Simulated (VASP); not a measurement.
Input of a VASP 6.6.1 run:

Contents of INCAR:

```
ALGO = Normal
EDIFF = 1E-6
ENCUT = 520
GGA = PE
ISIF = 2
ISMEAR = 0
LASPH = T
LCHARG = T
LELF = T
LREAL = F
LVHAR = T
LWAVE = F
NBANDS = 11
NELM = 100
PREC = Accurate
SIGMA = 0.1
```

Contents of KPOINTS:

```
k-points
0
Gamma
  14 14 14
```

POSCAR

```
Pt
1.0
    0.0000000000      1.9857786488      1.9857786488
    1.9857786488      0.0000000000      1.9857786488
    1.9857786488      1.9857786488      0.0000000000
Pt
1
Direct
    0.0000000000      0.0000000000      0.0000000000
```

Potentials or basis: VASP PAW PBE potentials, release 64 (Pt).

Run with:

```bash
$ cat potpaw_PBE.64/Pt/POTCAR > POTCAR
$ mpirun -np 1 vasp_std > vasp.out
```

Question: Estimate the band gap on the k mesh.

Answer: Zero (band 5 reaches 11.01 eV, above the bottom of band 6 at 8.91 eV).

Question: Estimate the pressure.

Answer: -0.9 GPa.

Caveat: spin-orbit coupling is left out, which moves the levels of the heavy elements.
